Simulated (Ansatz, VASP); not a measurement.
Ti4Pt3 in VASP and in Ansatz

```
Ti Pt
1.0
     4.97730    0.00000    0.00000
     0.00000    4.97730    0.00000
     0.00000    0.00000    4.97730
Ti Pt
4 3
Direct
  0.50000 0.00000 0.00000
  0.00000 0.50000 0.00000
  0.00000 0.00000 0.50000
  0.00000 0.00000 0.00000
  0.00000 0.50000 0.50000
  0.50000 0.00000 0.50000
  0.50000 0.50000 0.00000
```

Alike in both runs: task relaxation of cell and atoms; functional PBE; k mesh 4 × 4 × 4; occupations gaussian, width 0.1 eV; no spin polarisation.

```csv
,VASP,Ansatz
version,VASP 6.6.1,Ansatz 0.2.0
potentials or method,"VASP PAW PBE potentials, release 64 (Ti_sv, Pt), cutoff 600 eV","scalar-relativistic, plane waves, PAW"
valence electrons in the cell,78,102
```

Ansatz gave:

```
gap on the k mesh at the Fermi level, each at its own relaxed structure (eV) : none
relaxed volume (Å³/atom)                                                     : 19.35
relaxed length of the cell vector where the two differ most in proportion (Å)              : 5.136
```

Task: What did VASP give for the same quantities?

Result: gap on the k mesh at the Fermi level, each at its own relaxed structure (eV): none; relaxed volume (Å³/atom): 19.32; relaxed length of the cell vector where the two differ most in proportion (Å): 5.133.

A gap of «none» marks a metal or a gap that the smearing closes. VASP's potentials hold 78 valence electrons a cell and Ansatz's 102, so a difference there can come from the potentials and not from the codes.

Neither program's run includes spin-orbit coupling.
